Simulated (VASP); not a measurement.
**TiH: relaxation of cell and atoms with PBEsol**

TiH:

```
Ti H
1.0
     2.57000    0.00000    0.00000
     0.00000    2.57000    0.00000
     0.00000    0.00000    2.57000
Ti H
1 1
Direct
  0.00000 0.00000 0.00000
  0.50000 0.50000 0.50000
```

| Quantity | Value |
| --- | --- |
| Program | VASP 6.6.1 |
| Task | relaxation of cell and atoms |
| Functional | PBEsol |
| Potentials or basis | VASP PAW PBE potentials, release 64 (Ti_sv, H) |
| Cutoff | 600 eV |
| k mesh | 7 × 7 × 7 |
| Occupations | fermi-dirac, width 0.1 eV |
| Spin | no spin polarisation |
| Target pressure | 10 GPa |
| Dipole correction | no |
| Further INCAR settings | ALGO = Normal; EDIFF = 1e-07; IBRION = 2; EDIFFG = -0.01; NSW = 60; ISIF = 3 |

- Relaxed volume: 8.42 Å³/atom
- Relaxed cell: a = 2.563 Å, b = 2.563 Å, c = 2.563 Å, α = 90.00°, β = 90.00°, γ = 90.00°
- Space group after relaxing (to 0.05 Å): Pm-3m (No. 221)
- Energy change on relaxing (the enthalpy is what falls): +4.2 meV/atom
- Ionic steps: 3
- Pressure after relaxing: 10.0 GPa

The path:
```csv
step,energy change (eV),largest force (eV/Å),pressure (GPa),volume (Å³)
1,0.0000,0.0000,8.68,16.97
2,0.0101,0.0000,10.27,16.80
3,0.0083,0.0000,10.01,16.83
```

Final structure:
```
Ti H
1.0
     2.56279    0.00000    0.00000
     0.00000    2.56279    0.00000
     0.00000    0.00000    2.56279
Ti H
1 1
Direct
  0.00000 0.00000 0.00000
  0.50000 0.50000 0.50000
```

Levels at points of the mesh, in eV from the Fermi level:
| k point | band 3 | band 4 | band 5 | band 6 | band 7 | band 8 | band 9 | band 10 |
| --- | --- | --- | --- | --- | --- | --- | --- | --- |
| (0.00, 0.00, 0.00) | -31.94 | -31.94 | -9.94 | -1.70 | -1.70 | 4.25 | 4.25 | 4.25 |

It took 14 s on 1 thread of Intel Xeon 6975P-C (shared host), peak memory 0.14 GiB.

Caveat: the cell is relaxed towards a set pressure, so the enthalpy falls and the energy may rise; the PAW data sets were made with another functional, which shifts forces and pressure a little.
